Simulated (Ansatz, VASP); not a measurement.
## PtS2: VASP beside Ansatz

Contents of INCAR:

```
PREC     = Accurate       # precision mode
ENCUT    = 520            # plane-wave cutoff, eV
EDIFF    = 1E-6           # SCF threshold, eV
ISMEAR   = 0              # smearing method
SIGMA    = 0.05           # smearing width, eV
LREAL    = False          # projectors in reciprocal space
LASPH    = True           # aspherical terms in the spheres
NELM     = 60             # most SCF steps
ALGO     = Normal         # electronic algorithm
ISIF     = 2              # what is computed and relaxed
LWAVE    = False          # write WAVECAR
LCHARG   = False          # write CHGCAR
LDIPOL   = True         
IDIPOL   = 3            
DIPOL    = 0.5 0.5 0.393
GGA      = PE             # functional
IVDW     = 12             # dispersion correction
NBANDS   = 31             # bands
```

KPOINTS

```
regular mesh
0
Gamma
  9 9 1
```

POSCAR

```
PtS2
1.0
    3.5415277692      0.0000000000      0.0000000000
   -1.7707638846      3.0670530163      0.0000000000
    0.0000000000      0.0000000000     22.4670602589
S Pt
4 2
Direct
    0.6666666667      0.3333333333      0.2002932270
    0.3333333333      0.6666666667      0.3108341745
    0.6666666667      0.8333333333      0.4750746206
    0.3333333333      1.1666666667      0.5856155682
    0.0000000000      0.0000000000      0.2555637007
    0.0000000000      0.5000000000      0.5303450944
```

Input for Ansatz:

```yaml
crystal:
  lattice:
    - [3.5415277692, 0.0, 0.0]
    - [-1.7707638846, 3.0670530163, 0.0]
    - [0.0, 0.0, 22.4670602589]
  atoms:
    - { symbol: S, position: [0.6666666667, 0.3333333333, 0.200293227] }
    - { symbol: Pt, position: [0.0, 0.0, 0.2555637007] }
    - { symbol: S, position: [0.3333333333, 0.6666666667, 0.3108341745] }
    - { symbol: S, position: [0.6666666667, 0.8333333333, 0.4750746206] }
    - { symbol: Pt, position: [0.0, 0.5, 0.5303450944] }
    - { symbol: S, position: [0.3333333333, 1.1666666667, 0.5856155682] }
basis:
  ecutwfc: 420
kpoints:
  mp_grid: { grid: [9, 9, 1] }
hamiltonian:
  xc: pbe
  pseudopotentials: { kind: paw, azcp: { folder: soft_1 } }
  dispersion: d3bj
scf:
  occupations: { method: gaussian, width: 0.05 }
output:
  forces: true
  eigenvalues: true
efield:
  axis: 3
  dipole_correction: true
  ramp_width: 0.04
```

Alike in both runs: task single point; functional PBE; dispersion D3(BJ); k mesh 9 × 9 × 1; occupations gaussian, width 0.05 eV; no spin polarisation.

```csv
,VASP,Ansatz
version,VASP 6.6.1,Ansatz 0.2.0
potentials or method,"VASP PAW PBE potentials, release 64 (S, Pt), cutoff 520 eV","scalar-relativistic, plane waves, PAW"
valence electrons in the cell,44,60
```

```tsv
	VASP	Ansatz	Ansatz less VASP
gap on the k mesh at the Fermi level (eV)	1.54	1.53	-0.006
least direct gap on the mesh (eV)	1.63	1.63	-0.007
rms of the force components (eV/Å)	0.023	0.023	+0.0003
```

VASP's potentials hold 44 valence electrons a cell and Ansatz's 60, so a difference there can come from the potentials and not from the codes.

Neither program's run includes spin-orbit coupling.
